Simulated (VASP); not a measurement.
# Tc3Sn (Fm-3m) in VASP: a series of runs

The runs below take Tc3Sn through single point, with PBE.

All numbers are computed with VASP 6.6.1; they aren't measurements. Logs are shortened: lines on timing, memory, paths and dates and some standing lists are left out, and cuts for length are marked.

## 1. The cell of the first run

The structure is cubic, space group Fm-3m (No. 225). Conventional cell: a = 6.344 Å, b = 6.344 Å, c = 6.344 Å, α = 90.00°, β = 90.00°, γ = 90.00°. Tc (site symmetry -43m) has 10 Tc at 2.75 to 3.17 Å and 4 Sn at 2.75 Å within 3.6 Å. Tc (site symmetry m-3m) has 8 Tc at 2.75 Å and 6 Sn at 3.17 Å within 3.6 Å. Sn (site symmetry m-3m) has 14 Tc at 2.75 to 3.17 Å within 3.6 Å.

## 2. Single point, PBE

Input file INCAR:

```
ALGO = Normal
EDIFF = 1E-7
ENCUT = 520
GGA = PE
ISIF = 2
ISMEAR = 1
LASPH = True
LCHARG = False
LREAL = False
LWAVE = False
NBANDS = 34
NELM = 80
PREC = Accurate
SIGMA = 0.1
```

Input file KPOINTS:

```
k-points
0
Gamma
  8 8 8
```

Input file POSCAR:

```
Tc3Sn
1.0
    0.0000000000      3.1721900000      3.1721900000
    3.1721900000      0.0000000000      3.1721900000
    3.1721900000      3.1721900000      0.0000000000
Tc Sn
3 1
Direct
    0.2500000000      0.2500000000      0.2500000000
    0.7500000000      0.7500000000      0.7500000000
    0.5000000000      0.5000000000      0.5000000000
    0.0000000000      0.0000000000      0.0000000000
```

Potentials or basis: VASP PAW PBE potentials, release 64 (Tc_pv, Sn_d).

The run is started by

```sh
$ cat potpaw_PBE.64/Tc_pv/POTCAR potpaw_PBE.64/Sn_d/POTCAR > POTCAR
$ mpirun -np 1 vasp_std > vasp.out
```

OUTCAR:

```text
EDIFF = 1E-7
   ENCUT = 520
   GGA = PE
   ISIF = 2
   ISMEAR = 1
   LASPH = True
   LREAL = False
   NELM = 80
   PREC = Accurate

 ion  position               nearest neighbor table
   1  0.250  0.250  0.250-   4 2.75   4 2.75   4 2.75   3 2.75   4 2.75   3 2.75   3 2.75   3 2.75
                             2 3.17   2 3.17   2 3.17   2 3.17   2 3.17   2 3.17
   2  0.750  0.750  0.750-   3 2.75   3 2.75   3 2.75   3 2.75   4 2.75   4 2.75   4 2.75   4 2.75
                             1 3.17   1 3.17   1 3.17   1 3.17   1 3.17   1 3.17
   3  0.500  0.500  0.500-   1 2.75   1 2.75   1 2.75   1 2.75   2 2.75   2 2.75   2 2.75   2 2.75
                             4 3.17   4 3.17   4 3.17   4 3.17   4 3.17   4 3.17
   4  0.000  0.000  0.000-   2 2.75   2 2.75   2 2.75   1 2.75   2 2.75   1 2.75   1 2.75   1 2.75
                             3 3.17   3 3.17   3 3.17   3 3.17   3 3.17   3 3.17

  LATTYP: Found a face centered cubic cell.
 ALAT       =     6.3443800000

  Lattice vectors:

 A1 = (   0.0000000000,   3.1721900000,   3.1721900000)
 A2 = (   3.1721900000,   0.0000000000,   3.1721900000)
 A3 = (   3.1721900000,   3.1721900000,   0.0000000000)

Analysis of symmetry for initial positions (statically):
=====================================================================
 Subroutine PRICEL returns:
 Original cell was already a primitive cell.

 Routine SETGRP: Setting up the symmetry group for a
 face centered cubic supercell.

 Subroutine GETGRP returns: Found 48 space group operations
 (whereof 48 operations were pure point group operations)
 out of a pool of 48 trial point group operations.

The static configuration has the point symmetry O_h .

Analysis of symmetry for dynamics (positions and initial velocities):
=====================================================================
 Subroutine PRICEL returns:
 Original cell was already a primitive cell.

 Routine SETGRP: Setting up the symmetry group for a
 face centered cubic supercell.

 Subroutine GETGRP returns: Found 48 space group operations
 (whereof 48 operations were pure point group operations)
 out of a pool of 48 trial point group operations.

The dynamic configuration has the point symmetry O_h .

 Subroutine INISYM returns: Found 48 space group operations
 (whereof 48 operations are pure point group operations),
 and found     1 'primitive' translations

----------------------------------------------------------------------------------------

                                     Primitive cell

  volume of cell :      63.8422

  direct lattice vectors                    reciprocal lattice vectors
     0.000000000  3.172190000  3.172190000    -0.157619815  0.157619815  0.157619815
     3.172190000  0.000000000  3.172190000     0.157619815 -0.157619815  0.157619815
     3.172190000  3.172190000  0.000000000     0.157619815  0.157619815 -0.157619815

  length of vectors
     4.486154120  4.486154120  4.486154120     0.273005527  0.273005527  0.273005527

  position of ions in fractional coordinates (direct lattice)
     0.250000000  0.250000000  0.250000000
     0.750000000  0.750000000  0.750000000
     0.500000000  0.500000000  0.500000000
     0.000000000  0.000000000  0.000000000

  ion indices of the primitive-cell ions
   primitive index   ion index
                 1           1
                 2           2
                 3           3
                 4           4

----------------------------------------------------------------------------------------

 KPOINTS: k-points

Automatic generation of k-mesh.
 Grid dimensions read from file:
 generate k-points for:    8    8    8

 Generating k-lattice:

  Cartesian coordinates                     Fractional coordinates (reciprocal lattice)
    -0.019702477  0.019702477  0.019702477     0.125000000  0.000000000  0.000000000
     0.019702477 -0.019702477  0.019702477     0.000000000  0.125000000  0.000000000
     0.019702477  0.019702477 -0.019702477     0.000000000  0.000000000  0.125000000

  Length of vectors
     0.034125691  0.034125691  0.034125691

  Shift w.r.t. Gamma in fractional coordinates (k-lattice)
     0.000000000  0.000000000  0.000000000

 Subroutine IBZKPT returns following result:
 ===========================================

 Found     29 irreducible k-points:

 Following reciprocal coordinates:
            Coordinates               Weight
  0.000000  0.000000  0.000000      1.000000
  0.125000  0.000000  0.000000      8.000000
  0.250000  0.000000  0.000000      8.000000
  0.375000  0.000000  0.000000      8.000000
  0.500000  0.000000  0.000000      4.000000
  0.125000  0.125000  0.000000      6.000000
[... 16 lines left out ...]
  0.500000  0.250000  0.125000     48.000000
 -0.375000  0.250000  0.125000     24.000000
 [... further k-points ...]
   k-points           NKPTS =     29   k-points in BZ     NKDIM =     29   number of bands    NBANDS=     34
   number of dos      NEDOS =    301   number of ions     NIONS =      4
   total plane-waves  NPLWV =  46656
   dimension x,y,z NGX =    36 NGY =   36 NGZ =   36
   dimension x,y,z NGXF=    72 NGYF=   72 NGZF=   72
   ions per type =               3   1
   NGX,Y,Z   is equivalent  to a cutoff of  13.34, 13.34, 13.34 a.u.
   NGXF,Y,Z  is equivalent  to a cutoff of  26.68, 26.68, 26.68 a.u.
 SYSTEM =  unknown system
   PREC   = accura    normal or accurate (medium, high low for compatibility)
   ISTART =      0    job   : 0-new  1-cont  2-samecut
   ICHARG =      2    charge: 1-file 2-atom 10-const
   ISPIN  =      1    spin polarized calculation?
   LNONCOLLINEAR =      F non collinear calculations
   LSORBIT =      F    spin-orbit coupling
   LASPH  =      T    aspherical Exc in radial PAW
   ENCUT  =  520.0 eV  38.22 Ry    6.18 a.u.   8.34  8.34  8.34*2*pi/ulx,y,z
   NELM   =     80;   NELMIN=  2; NELMDL= -5     # of ELM steps
   EDIFF  = 0.1E-06   stopping-criterion for ELM
   LREAL  =      F    real-space projection
   EDIFFG = 0.1E-05   stopping-criterion for IOM
   NSW    =      0    number of steps for IOM
   IBRION =     -1    ionic relax: 0-MD 1-quasi-New 2-CG
   NFREE  =      0    steps in history (QN), initial steepest desc. (CG)
   ISIF   =      2    stress and relaxation
   ISYM   =      2    0-nonsym 1-usesym 2-fastsym
   POTIM  = 0.5000    time-step for ionic-motion
   TEBEG  =    0.0;   TEEND  =   0.0 temperature during run
   PSTRESS=    0.0 pullay stress
   NELECT =      53.0000    total number of electrons
   NUPDOWN=      -1.0000    fix difference up-down
   EMIN   =  10.00;   EMAX   =-10.00  energy-range for DOS
   EFERMI =   0.00;   METHOD = LEGACY
   ISMEAR =     1;   SIGMA  =   0.10  broadening in eV -4-tet -1-fermi 0-gaus
   EFERMI_NEDOS =   21; number of points for ismear=-14 and -15
   IALGO  =     38    algorithm
   IMIX   =      4    mixing-type and parameters
     AMIX     =   0.40;   BMIX     =  1.00
     AMIX_MAG =   1.60;   BMIX_MAG =  1.00
  volume/ion in A,a.u.               =      15.96       107.71
  Fermi-wavevector in a.u.,A,eV,Ry     =   1.538618  2.907567 32.209707  2.367347
  Thomas-Fermi vector in A             =   2.644962
   LORBIT       =      0    0 simple, 1 ext, 2 COOP (PROOUT), +10 PAW based schemes
   GGA     = PE    functional components
   LHFCALC =     F    Hartree Fock is set to
   AEXX    =    0.0000 exact exchange contribution
   IVDW    =     0    specifies the selected vdW correction
   LEPSILON=     F    determine dielectric tensor
   LRPA    =     F    only Hartree local field effects (RPA)
 non-spin polarized calculation
 Methfessel and Paxton  Order N= 1 SIGMA  =   0.10
  energy-cutoff  :      520.00
  volume of cell :       63.84
 maximum number of plane-waves:      1759
 NGX is ok and might be reduce to    36
   NGX = 17   NGY = 17   NGZ = 17

 number of electron      53.0000002 magnetization

 Free energy of the ion-electron system (eV)
  ---------------------------------------------------
  ext. energy  EPLUGINS =         0.00000000
  ---------------------------------------------------
  free energy    TOTEN  =       -33.89224072 eV

  energy without entropy =      -33.89388923  energy(sigma->0) =      -33.89279022

 E-fermi :  12.3236     XC(G=0): -13.1366

 val. band max:       12.3162214805   @ k =   0.5000   0.5000   0.0000
 cond. band min:      12.3273598139   @ k =   0.5000   0.3750   0.0000
 fundamental gap:      0.0111383334
 Fermi energy:        12.3235743234

 k-point     1 :       0.0000    0.0000    0.0000
  band No.  band energies     occupation
      1     -27.0614      2.00000
      2     -27.0614      2.00000
      3     -27.0614      2.00000
      4     -26.4201      2.00000
      5     -26.4201      2.00000
      6     -26.4201      2.00000
[... 26 lines left out ...]
     33      17.3089      0.00000
     34      17.3089      0.00000

 k-point     2 :       0.1250    0.0000    0.0000
  band No.  band energies     occupation
      1     -27.0669      2.00000
      2     -27.0669      2.00000
      3     -27.0640      2.00000
      4     -26.4111      2.00000
      5     -26.4111      2.00000
      6     -26.3992      2.00000
[... 26 lines left out ...]
     33      17.4691      0.00000
     34      17.7814      0.00000

 k-point     3 :       0.2500    0.0000    0.0000
  band No.  band energies     occupation
      1     -27.0795      2.00000
      2     -27.0795      2.00000
      3     -27.0664      2.00000
      4     -26.3890      2.00000
      5     -26.3890      2.00000
      6     -26.3523      2.00000
[... 26 lines left out ...]
     33      17.8149      0.00000
     34      17.8149      0.00000
[... 704 lines left out ...]
 k-point    23 :       0.5000    0.2500    0.1250
  band No.  band energies     occupation
      1     -27.1123      2.00000
      2     -27.0921      2.00000
      3     -27.0593      2.00000
      4     -26.3840      2.00000
      5     -26.3401      2.00000
      6     -26.3365      2.00000
[... 26 lines left out ...]
     33      15.6770      0.00000
     34      18.0312      0.00000

 k-point    24 :      -0.3750    0.2500    0.1250
  band No.  band energies     occupation
      1     -27.1173      2.00000
      2     -27.0835      2.00000
      3     -27.0691      2.00000
      4     -26.4020      2.00000
      5     -26.3273      2.00000
      6     -26.3253      2.00000
[... 26 lines left out ...]
     33      15.6017      0.00000
     34      18.1152      0.00000

 [... further k-points ...]
[... 5 lines left out ...]
  --------------------------------------------------------------------------------------
  -------------------------------------------------------------------------------------
  Total       -0.9170050     -0.9170050     -0.9170050      0.0000000     -0.0000000      0.0000000
  in kB      -23.0130772    -23.0130772    -23.0130772      0.0000000     -0.0000000      0.0000000
  external PRESSURE =     -23.0130772 kB  Pullay stress =       0.0000000 kB

 VOLUME and BASIS-vectors are now :
 -----------------------------------------------------------------------------
  energy-cutoff  :      520.00
  volume of cell :       63.84
      direct lattice vectors                 reciprocal lattice vectors
     0.000000000  3.172190000  3.172190000    -0.157619815  0.157619815  0.157619815
     3.172190000  0.000000000  3.172190000     0.157619815 -0.157619815  0.157619815
     3.172190000  3.172190000  0.000000000     0.157619815  0.157619815 -0.157619815

 POSITION                                       TOTAL-FORCE (eV/Angst)
 -----------------------------------------------------------------------------------
      1.58610      1.58610      1.58610         0.000000      0.000000      0.000000
      4.75828      4.75828      4.75828        -0.000000     -0.000000     -0.000000
      3.17219      3.17219      3.17219         0.000000      0.000000      0.000000
      0.00000      0.00000      0.00000         0.000000      0.000000      0.000000
 -----------------------------------------------------------------------------------
    total drift:                                0.000000      0.000000      0.000000

  FREE ENERGIE OF THE ION-ELECTRON SYSTEM (eV)
  ---------------------------------------------------
  free  energy   TOTEN  =       -33.8922407155 eV

  energy  without entropy=      -33.8938892278  energy(sigma->0) =      -33.89279022
```

Wall time 2.4 min (1 thread of AMD EPYC 7R13, shared host); peak memory 0.2 GiB.

What came out:

| Quantity | Value |
| --- | --- |
| Free energy | -33.8922 eV |
| Pressure | -2.3 GPa |

Caveat: spin-orbit coupling is left out, which moves the levels of the heavy elements.

## 3. Single point, PBE

Input file INCAR:

```
SYSTEM = Tc3Sn
PREC = Accurate
ENCUT = 520
EDIFF = 1E-6
ISMEAR = 1
SIGMA = 0.1
LREAL = .False.
LASPH = .True.
NELM = 80
ALGO = Normal
ISIF = 2
LWAVE = .False.
LCHARG = .False.
GGA = PE
NBANDS = 34
```

Input file KPOINTS:

```
Automatic mesh
0
Gamma
  8 8 8
  0 0 0
```

POSCAR is that of step 2.

Potentials or basis: VASP PAW PBE potentials, release 64 (Tc_pv, Sn_d).

The run is started by

```sh
$ cat potpaw_PBE.64/Tc_pv/POTCAR potpaw_PBE.64/Sn_d/POTCAR > POTCAR
$ mpirun -np 1 vasp_std > vasp.out
```

OUTCAR:

```text
SYSTEM = Tc3Sn
   PREC = Accurate
   ENCUT = 520
   EDIFF = 1E-6
   ISMEAR = 1
   LREAL = .False.
   LASPH = .True.
   NELM = 80
   ISIF = 2
   GGA = PE

 ion  position               nearest neighbor table
   1  0.250  0.250  0.250-   4 2.75   4 2.75   4 2.75   3 2.75   4 2.75   3 2.75   3 2.75   3 2.75
                             2 3.17   2 3.17   2 3.17   2 3.17   2 3.17   2 3.17
   2  0.750  0.750  0.750-   3 2.75   3 2.75   3 2.75   3 2.75   4 2.75   4 2.75   4 2.75   4 2.75
                             1 3.17   1 3.17   1 3.17   1 3.17   1 3.17   1 3.17
   3  0.500  0.500  0.500-   1 2.75   1 2.75   1 2.75   1 2.75   2 2.75   2 2.75   2 2.75   2 2.75
                             4 3.17   4 3.17   4 3.17   4 3.17   4 3.17   4 3.17
   4  0.000  0.000  0.000-   2 2.75   2 2.75   2 2.75   1 2.75   2 2.75   1 2.75   1 2.75   1 2.75
                             3 3.17   3 3.17   3 3.17   3 3.17   3 3.17   3 3.17

  LATTYP: Found a face centered cubic cell.
 ALAT       =     6.3443800000

  Lattice vectors:

 A1 = (   0.0000000000,   3.1721900000,   3.1721900000)
 A2 = (   3.1721900000,   0.0000000000,   3.1721900000)
 A3 = (   3.1721900000,   3.1721900000,   0.0000000000)

Analysis of symmetry for initial positions (statically):
=====================================================================
 Subroutine PRICEL returns:
[... 181 lines left out ...]
 Fermi energy:        12.3236641286

 k-point     1 :       0.0000    0.0000    0.0000
  band No.  band energies     occupation
      1     -27.0608      2.00000
      2     -27.0608      2.00000
      3     -27.0608      2.00000
      4     -26.4203      2.00000
      5     -26.4203      2.00000
      6     -26.4203      2.00000
[... 877 lines left out ...]
     33      15.6017      0.00000
     34      18.1152      0.00000

 [... further k-points ...]

------------------------ aborting loop because EDIFF is reached ----------------------------------------

  FORCE on cell =-STRESS in cart. coord.  units (eV):
  Direction    XX          YY          ZZ          XY          YZ          ZX
  --------------------------------------------------------------------------------------
  -------------------------------------------------------------------------------------
  Total       -0.9222715     -0.9222715     -0.9222715     -0.0000000      0.0000000     -0.0000000
  in kB      -23.1452451    -23.1452451    -23.1452451     -0.0000000      0.0000000     -0.0000000
  external PRESSURE =     -23.1452451 kB  Pullay stress =       0.0000000 kB

 VOLUME and BASIS-vectors are now :
 -----------------------------------------------------------------------------
  energy-cutoff  :      520.00
  volume of cell :       63.84
      direct lattice vectors                 reciprocal lattice vectors
     0.000000000  3.172190000  3.172190000    -0.157619815  0.157619815  0.157619815
     3.172190000  0.000000000  3.172190000     0.157619815 -0.157619815  0.157619815
     3.172190000  3.172190000  0.000000000     0.157619815  0.157619815 -0.157619815

 POSITION                                       TOTAL-FORCE (eV/Angst)
 -----------------------------------------------------------------------------------
      1.58610      1.58610      1.58610         0.000000      0.000000     -0.000000
      4.75828      4.75828      4.75828        -0.000000     -0.000000      0.000000
      3.17219      3.17219      3.17219        -0.000000     -0.000000      0.000000
      0.00000      0.00000      0.00000        -0.000000     -0.000000      0.000000
 -----------------------------------------------------------------------------------
    total drift:                                0.000000      0.000000      0.000000

  FREE ENERGIE OF THE ION-ELECTRON SYSTEM (eV)
  ---------------------------------------------------
  free  energy   TOTEN  =       -33.8922410737 eV

  energy  without entropy=      -33.8938912378  energy(sigma->0) =      -33.89279113
```

Wall time 2.8 min (1 thread of AMD EPYC 7R13, shared host); peak memory 0.2 GiB.

What came out:

```yaml
Free_energy: -33.8922 eV
Pressure: -2.3 GPa
```

Caveat: spin-orbit coupling is left out, which moves the levels of the heavy elements.
